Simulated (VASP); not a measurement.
# HPbNO4 (P1) in VASP: further runs

HPbNO4 is run at these levels: PBE; tasks: single point.

All numbers are computed with VASP 6.6.1; they aren't measurements. Logs are shortened: lines on timing, memory, paths and dates and some standing lists are left out, and cuts for length are marked.

## 1. The cell of the first run

The typed cell holds 7 atoms: a = 4.188 Å, b = 5.495 Å, c = 5.554 Å, α = 100.02°, β = 111.92°, γ = 111.82°.

## 2. Single point, PBE (14.65 Å³/atom)

Contents of INCAR:

```
SYSTEM = HPbNO4
  PREC = Accurate
  ENCUT = 520
  EDIFF = 1E-6
  ISMEAR = -1
  SIGMA = 0.05
  LREAL = .False.
  LASPH = .True.
  NELM = 60
  ALGO = Normal
  ISIF = 2
  LWAVE = .False.
  LCHARG = .True.
  GGA = PE
  LELF = .True.
  LVHAR = .True.
  NBANDS = 31
```

Contents of KPOINTS:

```
Automatic mesh
0
Gamma
  6 4 4
  0 0 0
```

Contents of POSCAR:

```
HPbNO4
1.0
    4.1880342865     -0.0003918344      0.0062301677
   -2.0414476547      5.1014395577     -0.0480682904
   -2.0804155901     -1.8276529865      4.8145775616
H Pb N O
1 1 1 4
Direct
    0.9907300000      0.0333000000      0.9099400000
    0.5027400000      0.8198900000      0.1428700000
    0.0083800000      0.4740800000      0.5026500000
    0.9981600000      0.9274100000      0.0287700000
    0.1946700000      0.7343500000      0.6085200000
    0.8167300000      0.3588200000      0.2455600000
    0.0138100000      0.3312100000      0.6521700000
```

Potentials or basis: VASP PAW PBE potentials, release 64 (H, Pb_d, N, O).

Launch:

```console
> cat potpaw_PBE.64/H/POTCAR potpaw_PBE.64/Pb_d/POTCAR potpaw_PBE.64/N/POTCAR potpaw_PBE.64/O/POTCAR > POTCAR
> mpirun -np 1 vasp_std > vasp.out
```

OUTCAR:

```text
SYSTEM = HPbNO4
   PREC = Accurate
   ENCUT = 520
   EDIFF = 1E-6
   ISMEAR = -1
   LREAL = .False.
   LASPH = .True.
   NELM = 60
   ISIF = 2
   GGA = PE

 ion  position               nearest neighbor table
   1  0.991  0.033  0.910-   4 0.95
   2  0.503  0.820  0.143-   4 2.29   4 2.30   6 2.60   5 2.63   7 2.83   7 2.95
   3  0.008  0.474  0.503-   7 1.24   5 1.24   6 1.24
   4  0.998  0.927  0.029-   1 0.95   2 2.29   2 2.30
   5  0.195  0.734  0.609-   3 1.24   2 2.63
   6  0.817  0.359  0.246-   3 1.24   2 2.60
   7  0.014  0.331  0.652-   3 1.24   2 2.83   2 2.95

  LATTYP: Found a triclinic cell.
 ALAT       =     8.1329810403
 B/A-ratio  =     0.5149451251
 C/A-ratio  =     0.7116445657
 COS(alpha) =     0.0126066530
 COS(beta)  =     0.3599949201
 COS(gamma) =     0.7788145159

  Lattice vectors:

 A1 = (  -6.3346209183,  -5.1006558889,   0.0356079550)
 A2 = (  -4.1880342865,   0.0003918344,  -0.0062301677)
 A3 = (  -0.0661710417,  -3.2733947368,  -4.7727394389)

Analysis of symmetry for initial positions (statically):
=====================================================================
 Subroutine PRICEL returns:
 Original cell was already a primitive cell.

 Routine SETGRP: Setting up the symmetry group for a
 triclinic supercell.

 Subroutine GETGRP returns: Found  1 space group operations
 (whereof  1 operations were pure point group operations)
 out of a pool of  2 trial point group operations.

The static configuration has the point symmetry C_1 .

Analysis of symmetry for dynamics (positions and initial velocities):
=====================================================================
 Subroutine PRICEL returns:
 Original cell was already a primitive cell.

 Routine SETGRP: Setting up the symmetry group for a
 triclinic supercell.

 Subroutine GETGRP returns: Found  1 space group operations
 (whereof  1 operations were pure point group operations)
 out of a pool of  2 trial point group operations.

The dynamic configuration has the point symmetry C_1 .

 Subroutine INISYM returns: Found  1 space group operations
 (whereof  1 operations are pure point group operations),
 and found     1 'primitive' translations

----------------------------------------------------------------------------------------

                                     Primitive cell

  volume of cell :     102.5810

  direct lattice vectors                    reciprocal lattice vectors
     4.188034286 -0.000391834  0.006230168     0.238576544  0.096788962  0.139832620
    -2.041447655  5.101439558 -0.048068290    -0.000092610  0.196689193  0.074624807
    -2.080415590 -1.827652986  4.814577562    -0.000309648  0.001838479  0.208266643

  length of vectors
     4.188038939  5.494952652  5.554151741     0.292984696  0.210369933  0.208274988

  position of ions in fractional coordinates (direct lattice)
     0.990730000  0.033300000  0.909940000
     0.502740000  0.819890000  0.142870000
     0.008380000  0.474080000  0.502650000
     0.998160000  0.927410000  0.028770000
     0.194670000  0.734350000  0.608520000
     0.816730000  0.358820000  0.245560000
     0.013810000  0.331210000  0.652170000

  ion indices of the primitive-cell ions
   primitive index   ion index
                 1           1
                 2           2
                 3           3
                 4           4
                 5           5
                 6           6
                 7           7

----------------------------------------------------------------------------------------

 KPOINTS: Automatic mesh

Automatic generation of k-mesh.
 Grid dimensions read from file:
 generate k-points for:    6    4    4

 Generating k-lattice:

  Cartesian coordinates                     Fractional coordinates (reciprocal lattice)
     0.039762757  0.016131494  0.023305437     0.166666667 -0.000000000 -0.000000000
    -0.000023153  0.049172298  0.018656202     0.000000000  0.250000000  0.000000000
    -0.000077412  0.000459620  0.052066661     0.000000000  0.000000000  0.250000000

  Length of vectors
     0.048830783  0.052592483  0.052068747

  Shift w.r.t. Gamma in fractional coordinates (k-lattice)
     0.000000000  0.000000000  0.000000000

 Subroutine IBZKPT returns following result:
 ===========================================

 Found     52 irreducible k-points:

 Following reciprocal coordinates:
            Coordinates               Weight
  0.000000  0.000000  0.000000      1.000000
  0.166667 -0.000000 -0.000000      2.000000
  0.333333 -0.000000 -0.000000      2.000000
  0.500000 -0.000000 -0.000000      1.000000
  0.000000  0.250000 -0.000000      2.000000
  0.166667  0.250000 -0.000000      2.000000
[... 16 lines left out ...]
  0.333333  0.250000  0.250000      2.000000
  0.500000  0.250000  0.250000      2.000000
 [... further k-points ...]
   k-points           NKPTS =     52   k-points in BZ     NKDIM =     52   number of bands    NBANDS=     31
   number of dos      NEDOS =    301   number of ions     NIONS =      7
   total plane-waves  NPLWV =  56448
   dimension x,y,z NGX =    32 NGY =   42 NGZ =   42
   dimension x,y,z NGXF=    64 NGYF=   84 NGZF=   84
   ions per type =               1   1   1   4
   NGX,Y,Z   is equivalent  to a cutoff of  12.70, 12.71, 12.57 a.u.
   NGXF,Y,Z  is equivalent  to a cutoff of  25.41, 25.41, 25.14 a.u.
 SYSTEM =  HPbNO4
   PREC   = accura    normal or accurate (medium, high low for compatibility)
   ISTART =      0    job   : 0-new  1-cont  2-samecut
   ICHARG =      2    charge: 1-file 2-atom 10-const
   ISPIN  =      1    spin polarized calculation?
   LNONCOLLINEAR =      F non collinear calculations
   LSORBIT =      F    spin-orbit coupling
   LASPH  =      T    aspherical Exc in radial PAW
   ENCUT  =  520.0 eV  38.22 Ry    6.18 a.u.   7.79 10.22 10.33*2*pi/ulx,y,z
   NELM   =     60;   NELMIN=  2; NELMDL= -5     # of ELM steps
   EDIFF  = 0.1E-05   stopping-criterion for ELM
   LREAL  =      F    real-space projection
   EDIFFG = 0.1E-04   stopping-criterion for IOM
   NSW    =      0    number of steps for IOM
   IBRION =     -1    ionic relax: 0-MD 1-quasi-New 2-CG
   NFREE  =      0    steps in history (QN), initial steepest desc. (CG)
   ISIF   =      2    stress and relaxation
   ISYM   =      2    0-nonsym 1-usesym 2-fastsym
   POTIM  = 0.5000    time-step for ionic-motion
   TEBEG  =    0.0;   TEEND  =   0.0 temperature during run
   PSTRESS=    0.0 pullay stress
   NELECT =      44.0000    total number of electrons
   NUPDOWN=      -1.0000    fix difference up-down
   EMIN   =  10.00;   EMAX   =-10.00  energy-range for DOS
   EFERMI =   0.00;   METHOD = LEGACY
   ISMEAR =    -1;   SIGMA  =   0.05  broadening in eV -4-tet -1-fermi 0-gaus
   EFERMI_NEDOS =   21; number of points for ismear=-14 and -15
   IALGO  =     38    algorithm
   IMIX   =      4    mixing-type and parameters
     AMIX     =   0.40;   BMIX     =  1.00
     AMIX_MAG =   1.60;   BMIX_MAG =  1.00
  volume/ion in A,a.u.               =      14.65        98.89
  Fermi-wavevector in a.u.,A,eV,Ry     =   1.234630  2.333112 20.739504  1.524311
  Thomas-Fermi vector in A             =   2.369312
   LORBIT       =      0    0 simple, 1 ext, 2 COOP (PROOUT), +10 PAW based schemes
   GGA     = PE    functional components
   LHFCALC =     F    Hartree Fock is set to
   AEXX    =    0.0000 exact exchange contribution
   IVDW    =     0    specifies the selected vdW correction
   LEPSILON=     F    determine dielectric tensor
   LRPA    =     F    only Hartree local field effects (RPA)
 non-spin polarized calculation
  energy-cutoff  :      520.00
  volume of cell :      102.58
 maximum number of plane-waves:      2775
   NGX = 15   NGY = 21   NGZ = 21

 number of electron      43.9999995 magnetization

 Free energy of the ion-electron system (eV)
  ---------------------------------------------------
  ext. energy  EPLUGINS =         0.00000000
  ---------------------------------------------------
  free energy    TOTEN  =       -40.19516695 eV

  energy without entropy =      -40.19516695  energy(sigma->0) =      -40.19516695

 E-fermi :   1.9171     XC(G=0):  -8.5210

 val. band max:        0.8815135998   @ k =   0.5000  -0.0000  -0.0000
 cond. band min:       3.8101991008   @ k =   0.3333   0.2500   0.5000
 fundamental gap:      2.9286855010
 Fermi energy:         1.9171184437

 k-point     1 :       0.0000    0.0000    0.0000
  band No.  band energies     occupation
      1     -26.0189      2.00000
      2     -20.2798      2.00000
      3     -20.2520      2.00000
      4     -17.2483      2.00000
      5     -14.3266      2.00000
      6     -14.3248      2.00000
[... 23 lines left out ...]
     30      11.9202      0.00000
     31      12.3719      0.00000

 k-point     2 :       0.1667   -0.0000   -0.0000
  band No.  band energies     occupation
      1     -26.0164      2.00000
      2     -20.2819      2.00000
      3     -20.2518      2.00000
      4     -17.2225      2.00000
      5     -14.3400      2.00000
      6     -14.3304      2.00000
[... 23 lines left out ...]
     30      12.1173      0.00000
     31      12.3504      0.00000

 k-point     3 :       0.3333   -0.0000   -0.0000
  band No.  band energies     occupation
      1     -26.0113      2.00000
      2     -20.2839      2.00000
      3     -20.2518      2.00000
      4     -17.1741      2.00000
      5     -14.3601      2.00000
      6     -14.3466      2.00000
[... 23 lines left out ...]
     30      11.8852      0.00000
     31      12.7967      0.00000

 k-point     4 :       0.5000   -0.0000   -0.0000
  band No.  band energies     occupation
      1     -26.0088      2.00000
      2     -20.2838      2.00000
      3     -20.2523      2.00000
      4     -17.1517      2.00000
      5     -14.3656      2.00000
      6     -14.3572      2.00000
[... 635 lines left out ...]
     30      12.5298      0.00000
     31      12.7919      0.00000

 k-point    23 :       0.3333    0.2500    0.2500
  band No.  band energies     occupation
      1     -26.0105      2.00000
      2     -20.2803      2.00000
      3     -20.2586      2.00000
      4     -17.1740      2.00000
      5     -14.3512      2.00000
      6     -14.3366      2.00000
[... 23 lines left out ...]
     30      11.6502      0.00000
     31      12.9954      0.00000

 k-point    24 :       0.5000    0.2500    0.2500
  band No.  band energies     occupation
      1     -26.0110      2.00000
      2     -20.2762      2.00000
      3     -20.2547      2.00000
      4     -17.1524      2.00000
      5     -14.3500      2.00000
      6     -14.3266      2.00000
[... 23 lines left out ...]
     30      11.2273      0.00000
     31      12.9315      0.00000

 [... further k-points ...]

------------------------ aborting loop because EDIFF is reached ----------------------------------------

  FORCE on cell =-STRESS in cart. coord.  units (eV):
  Direction    XX          YY          ZZ          XY          YZ          ZX
  --------------------------------------------------------------------------------------
  -------------------------------------------------------------------------------------
  Total        1.7715941      5.7614070      5.4736422      0.0586464     -0.6043180      0.1105028
  in kB       27.6699146     89.9854180     85.4909205      0.9159781     -9.4386341      1.7259056
  external PRESSURE =      67.7154177 kB  Pullay stress =       0.0000000 kB

 VOLUME and BASIS-vectors are now :
 -----------------------------------------------------------------------------
  energy-cutoff  :      520.00
  volume of cell :      102.58
      direct lattice vectors                 reciprocal lattice vectors
     4.188034286 -0.000391834  0.006230168     0.238576544  0.096788962  0.139832620
    -2.041447655  5.101439558 -0.048068290    -0.000092610  0.196689193  0.074624807
    -2.080415590 -1.827652986  4.814577562    -0.000309648  0.001838479  0.208266643

 POSITION                                       TOTAL-FORCE (eV/Angst)
 -----------------------------------------------------------------------------------
      2.18818     -1.49356      4.38555         0.000366      0.935680     -0.708195
      0.13450      3.92131      0.65158        -0.005650     -0.436718      0.337364
     -1.97843      1.49982      2.39731        -0.001222      0.034165     -0.049754
      2.22722      4.67815      0.10016         0.003094     -0.614397      0.469782
     -1.94983      2.63400      2.89568         0.051419      2.044045      0.816904
      2.17711      1.38138      1.17011        -0.054631     -0.124081     -2.179491
     -1.97510      0.49770      3.12409         0.006624     -1.838694      1.313390
 -----------------------------------------------------------------------------------
    total drift:                               -0.000156     -0.000369     -0.000205

  FREE ENERGIE OF THE ION-ELECTRON SYSTEM (eV)
  ---------------------------------------------------
  free  energy   TOTEN  =       -40.1951669499 eV

  energy  without entropy=      -40.1951669498  energy(sigma->0) =      -40.19516695
```

Wall time 84 s (1 thread of AMD EPYC 9R45 (Zen 5), shared host); peak memory 0.29 GiB.

What came out:

| Quantity | Value |
| --- | --- |
| Free energy | -40.1952 eV |
| Pressure | 6.8 GPa |
| Largest force | 2.260 eV/Å |
| Band gap on the k mesh | 2.93 eV (least direct gap 3.27 eV) |

Forces in eV/Å, atoms in the order of the input:
```
H    0.000  0.936 -0.708
Pb  -0.006 -0.437  0.337
N   -0.001  0.034 -0.050
O    0.003 -0.614  0.470
O    0.051  2.044  0.817
O   -0.055 -0.124 -2.179
O    0.007 -1.839  1.313
```

Caveat: the standard files for N, O and F lose accuracy on very short bonds; the stress differs along the axes, from 3 to 9 GPa; spin-orbit coupling is left out, which moves the levels of the heavy elements; forces of over 1 eV/Å act on the atoms, so gaps and moduli don't describe the material at rest.

## 3. Single point, PBE (14.97 Å³/atom)

This run uses another cell than the first one, of 14.97 Å³/atom.

Contents of INCAR:

```
  PREC = Accurate
  ENCUT = 520
  EDIFF = 1E-6
  ISMEAR = -1
  SIGMA = 0.05
  LREAL = False
  LASPH = True
  NELM = 100
  ALGO = Normal
  ISIF = 2
  LWAVE = False
  LCHARG = True
  GGA = PE
  LELF = True
  LVHAR = True
  NBANDS = 31
```

Contents of KPOINTS:

```
Automatic mesh
0
Gamma
  6 4 4
```

POSCAR, as its differences from that of step 2:

```diff
@@ -2,5 +2,5 @@
 1.0
-    4.1880342865     -0.0003918344      0.0062301677
-   -2.0414476547      5.1014395577     -0.0480682904
-   -2.0804155901     -1.8276529865      4.8145775616
+    4.2175284574     -0.0003945939      0.0062740435
+   -2.0558245203      5.1373663720     -0.0484068106
+   -2.0950668868     -1.8405242062      4.8484841545
 H Pb N O
```

Potentials or basis: VASP PAW PBE potentials, release 64 (H, Pb_d, N, O).

Launch:

```console
> cat potpaw_PBE.64/H/POTCAR potpaw_PBE.64/Pb_d/POTCAR potpaw_PBE.64/N/POTCAR potpaw_PBE.64/O/POTCAR > POTCAR
> mpirun -np 1 vasp_std > vasp.out
```

OUTCAR:

```text
PREC = Accurate
   ENCUT = 520
   EDIFF = 1E-6
   ISMEAR = -1
   LREAL = False
   LASPH = True
   NELM = 100
   ISIF = 2
   GGA = PE

 ion  position               nearest neighbor table
   1  0.991  0.033  0.910-   4 0.96
   2  0.503  0.820  0.143-   4 2.31   4 2.31   6 2.62   5 2.65   7 2.85   7 2.97
   3  0.008  0.474  0.503-   7 1.25   5 1.25   6 1.25
   4  0.998  0.927  0.029-   1 0.96   2 2.31   2 2.31
   5  0.195  0.734  0.609-   3 1.25   2 2.65
   6  0.817  0.359  0.246-   3 1.25   2 2.62
   7  0.014  0.331  0.652-   3 1.25   2 2.85   2 2.97

  LATTYP: Found a triclinic cell.
 ALAT       =     8.1902574416
 B/A-ratio  =     0.5149451251
 C/A-ratio  =     0.7116445657
 COS(alpha) =     0.0126066529
 COS(beta)  =     0.3599949201
 COS(gamma) =     0.7788145159

  Lattice vectors:

 A1 = (  -6.3792323945,  -5.1365771842,   0.0358587236)
 A2 = (  -4.2175284574,   0.0003945939,  -0.0062740435)
 A3 = (  -0.0666370503,  -3.2964475719,  -4.8063513874)

[... 183 lines left out ...]
 E-fermi :   1.7295     XC(G=0):  -8.4290

 val. band max:        0.6980742262   @ k =   0.5000   0.0000   0.0000
 cond. band min:       3.5979277870   @ k =   0.3333   0.2500   0.5000
 fundamental gap:      2.8998535609
 Fermi energy:         1.7294965555

 k-point     1 :       0.0000    0.0000    0.0000
  band No.  band energies     occupation
      1     -25.9182      2.00000
      2     -20.2593      2.00000
      3     -20.2336      2.00000
      4     -17.2893      2.00000
      5     -14.5334      2.00000
      6     -14.5308      2.00000
[... 805 lines left out ...]
     30      10.9755      0.00000
     31      12.6628      0.00000

 [... further k-points ...]

------------------------ aborting loop because EDIFF is reached ----------------------------------------

  FORCE on cell =-STRESS in cart. coord.  units (eV):
  Direction    XX          YY          ZZ          XY          YZ          ZX
  --------------------------------------------------------------------------------------
  -------------------------------------------------------------------------------------
  Total        1.1016756      3.9538456      3.7603619      0.0419886     -0.4201818      0.0787312
  in kB       16.8482171     60.4672081     57.5082093      0.6421431     -6.4259514      1.2040568
  external PRESSURE =      44.9412115 kB  Pullay stress =       0.0000000 kB

 VOLUME and BASIS-vectors are now :
 -----------------------------------------------------------------------------
  energy-cutoff  :      520.00
  volume of cell :      104.76
      direct lattice vectors                 reciprocal lattice vectors
     4.217528457 -0.000394594  0.006274043     0.236908122  0.096112094  0.138854738
    -2.055824520  5.137366372 -0.048406811    -0.000091963  0.195313699  0.074102938
    -2.095066887 -1.840524206  4.848484155    -0.000307482  0.001825622  0.206810185

 POSITION                                       TOTAL-FORCE (eV/Angst)
 -----------------------------------------------------------------------------------
      2.20359     -1.50408      4.41643         0.000378      0.638988     -0.483301
      0.13545      3.94892      0.65617        -0.003706     -0.285832      0.221216
     -1.99237      1.51038      2.41419        -0.001489      0.020425     -0.034852
      2.24290      4.71110      0.10086         0.002030     -0.426253      0.325087
     -1.96356      2.65255      2.91607         0.036265      1.433362      0.578654
      2.19245      1.39111      1.17835        -0.038408     -0.092656     -1.529307
     -1.98901      0.50121      3.14609         0.004931     -1.288034      0.922503
 -----------------------------------------------------------------------------------
    total drift:                               -0.000275     -0.000043     -0.000241

  FREE ENERGIE OF THE ION-ELECTRON SYSTEM (eV)
  ---------------------------------------------------
  free  energy   TOTEN  =       -40.2752352962 eV

  energy  without entropy=      -40.2752352962  energy(sigma->0) =      -40.27523530
```

stdout:

```text
POSCAR found type information on POSCAR H PbN O
 POSCAR found :  4 types and       7 ions
 scaLAPACK will be used
 LDA part: xc-table for (Slater+PW92), standard interpolation
 POSCAR, INCAR and KPOINTS ok, starting setup
 FFT: planning ... GRIDC
 FFT: planning ... GRID_SOFT
 FFT: planning ... GRID
 WAVECAR not read
 entering main loop
```

It took 85 s on 1 thread of AMD EPYC 9R45 (Zen 5), shared host; peak memory 0.29 GiB.

What came out:

| Quantity | Value |
| --- | --- |
| Free energy | -40.2752 eV |
| Pressure | 4.5 GPa |
| Largest force | 1.584 eV/Å |
| Band gap on the k mesh | 2.90 eV (least direct gap 3.23 eV) |

Forces in eV/Å, atoms in the order of the input:
```
H    0.000  0.639 -0.483
Pb  -0.004 -0.286  0.221
N   -0.001  0.020 -0.035
O    0.002 -0.426  0.325
O    0.036  1.433  0.579
O   -0.038 -0.093 -1.529
O    0.005 -1.288  0.923
```

Caveat: the standard files for N, O and F lose accuracy on very short bonds; the cell stands under pressure; spin-orbit coupling is left out, which moves the levels of the heavy elements; forces of over 1 eV/Å act on the atoms, so gaps and moduli don't describe the material at rest.
